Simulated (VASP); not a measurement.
Write the native input for VASP 6.6.1 that does the following.

```yaml
Task: single point
Functional: PBE
Potentials_or_basis: VASP PAW PBE potentials, release 64 (Sn_d, Se)
Cutoff: 520 eV
k_mesh: 6 × 6 × 4
Occupations: gaussian, width 0.1 eV
Spin: no spin polarisation
Dipole_correction: no
Further_INCAR_settings: ALGO = Normal; EDIFF = 1e-07; NBANDS = 24
```

The structure of Sn2Se lies in POSCAR:

```
Sn2Se
1.0
    3.9121466100      0.0000000000      0.0000000000
   -1.9560733100      3.3880183500      0.0000000000
    0.0000000000      0.0000000000      6.9373025300
Sn Se
2 1
Direct
    0.3333333300      0.6666666700      0.0000000000
    0.6666666700      0.3333333300      0.0000000000
    0.0000000000      0.0000000000      0.0000000000
```

The cell was built from a structure type or drawn by symmetry, and may not be a known phase.

The input as run:

INCAR

```
PREC = Accurate
ENCUT = 520
EDIFF = 1E-7
ISMEAR = 0
SIGMA = 0.1
LREAL = False
LASPH = True
NELM = 60
ALGO = Normal
ISIF = 2
LWAVE = False
LCHARG = False
GGA = PE
NBANDS = 24
```

KPOINTS

```
Automatic mesh
0
Gamma
  6 6 4
```

Potentials or basis: VASP PAW PBE potentials, release 64 (Sn_d, Se).

Command:

```bash
$ cat potpaw_PBE.64/Sn_d/POTCAR potpaw_PBE.64/Se/POTCAR > POTCAR
$ mpirun -np 1 vasp_std > vasp.out
```

Results of the run:

| Property | Result |
| --- | --- |
| Pressure | 103.2 GPa |
| Band gap on the k mesh | zero (bands 17 and 18 overlap by 1.47 eV) |

Caveat: the cell stands under pressure; spin-orbit coupling is left out, which moves the levels of the heavy elements.

It took 87 s on 1 thread of Intel Xeon 8259CL, on a shared host, peak memory 0.23 GiB.
